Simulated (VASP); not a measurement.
A run of VASP 6.6.1 is set up as follows.

File INCAR:

```
SYSTEM = Si4Mo2S
PREC = Accurate
ENCUT = 520
EDIFF = 1E-6
ISMEAR = 0
SIGMA = 0.1
LREAL = .FALSE.
LASPH = .TRUE.
NELM = 80
ALGO = Fast
ISIF = 2
LWAVE = .FALSE.
LCHARG = .FALSE.
LDIPOL = .TRUE.
IDIPOL = 3
DIPOL = 0.5 0.5 0.360
GGA = PE
NBANDS = 34
```

The input KPOINTS:

```
regular mesh
0
G
  8 8 1
  0 0 0
```

Contents of POSCAR:

```
Si4Mo2S
1.0
    3.2169717406      0.0000000000      0.0000000000
    0.0000000000      3.2169717406      0.0000000000
    0.0000000000      0.0000000000     21.8787970309
Si Mo S
4 2 1
Direct
    0.0000000000      0.0000000000      0.1828254083
    0.0000000000      0.0000000000      0.3015081460
    0.5000000000      0.5000000000      0.3593659940
    0.5000000000      0.5000000000      0.4743769512
    0.5000000000      0.5000000000      0.2421667771
    0.0000000000      0.0000000000      0.4192862009
    0.7500000000      0.8750000000      0.5407270873
```

Potentials or basis: VASP PAW PBE potentials, release 64 (Si, Mo_sv, S).

Launch:

```console
$ cat potpaw_PBE.64/Si/POTCAR potpaw_PBE.64/Mo_sv/POTCAR potpaw_PBE.64/S/POTCAR > POTCAR
$ mpirun -np 1 vasp_std > vasp.out
```

(1) Predict the band gap on the k mesh.

(2) What does it give for the largest force?

Results:

(1) zero (bands 25 and 26 overlap by 0.59 eV).

(2) 1.477 eV/Å.
